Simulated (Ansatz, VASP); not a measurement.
## Zn3O4 in VASP and in Ansatz

File INCAR:

```
  PREC = Accurate
  ENCUT = 520
  EDIFF = 1E-6
  ISMEAR = 0
  SIGMA = 0.2
  LREAL = False
  LASPH = True
  NELM = 100
  ALGO = Normal
  ISIF = 2
  LWAVE = False
  LCHARG = False
  GGA = PE
  NBANDS = 39
```

KPOINTS

```
regular mesh
0
Gamma
  6 6 6
```

Contents of POSCAR:

```
Zn3O4
1.0
    0.0000000000      0.0000000000      3.2227897439
    5.4341990936      0.0000000000      0.0000000000
   -2.7170995468      4.7061544643      0.0000000000
Zn O
3 4
Direct
    0.0000000000      0.0000000000      0.5000000000
    0.0000000000      0.5000000000      0.0000000000
    0.0000000000      0.5000000000      0.5000000000
    0.2084283560      0.0000000000      0.0000000000
    0.7915716440      0.0000000000      0.0000000000
    0.5000000000      0.3333333333      0.6666666667
    0.5000000000      0.6666666667      0.3333333333
```

Input for Ansatz:

```yaml
crystal:
  lattice:
    - [0.0, 0.0, 3.2227897439]
    - [5.4341990936, 0.0, 0.0]
    - [-2.7170995468, 4.7061544643, 0.0]
  atoms:
    - { symbol: Zn, position: [0.0, 0.0, 0.5] }
    - { symbol: Zn, position: [0.0, 0.5, 0.0] }
    - { symbol: Zn, position: [0.0, 0.5, 0.5] }
    - { symbol: O, position: [0.208428356, 0.0, 0.0] }
    - { symbol: O, position: [0.791571644, 0.0, 0.0] }
    - { symbol: O, position: [0.5, 0.3333333333, 0.6666666667] }
    - { symbol: O, position: [0.5, 0.6666666667, 0.3333333333] }
basis:
  ecutwfc: 420
kpoints:
  mp_grid: { grid: [6, 6, 6] }
hamiltonian:
  xc: pbe
scf:
  occupations: { method: gaussian, width: 0.2 }
  lower_state_search: "off"
output:
  forces: true
  stress: true
  eigenvalues: true
```

Alike in both runs: task single point; functional PBE; k mesh 6 × 6 × 6; occupations gaussian, width 0.2 eV; no spin polarisation.

|  | VASP | Ansatz |
| --- | --- | --- |
| version | VASP 6.6.1 | Ansatz 0.2.0 |
| potentials or method | VASP PAW PBE potentials, release 64 (Zn, O), cutoff 520 eV | scalar-relativistic, plane waves, PAW |
| valence electrons in the cell | 60 | 60 |

|  | VASP | Ansatz | Ansatz less VASP |
| --- | --- | --- | --- |
| gap on the k mesh at the Fermi level (eV) | none | none | - |
| pressure (GPa) | 0.5 | 0.0 | -0.51 |
| traceless stress, the component that is largest in VASP (GPa) | 1.43 | 0.74 | -0.693 |
| rms of the force components (eV/Å) | 0.141 | 0.000 | -0.1409 |

Atom by atom the forces differ by 0.142 eV/Å (rms over components). A gap of «none» marks a metal or a gap that the smearing closes. One of these differences is far larger than is usual between the two programs; its cause wasn't traced. With one functional, cell and mesh, what is left measures potentials, basis and numerics.
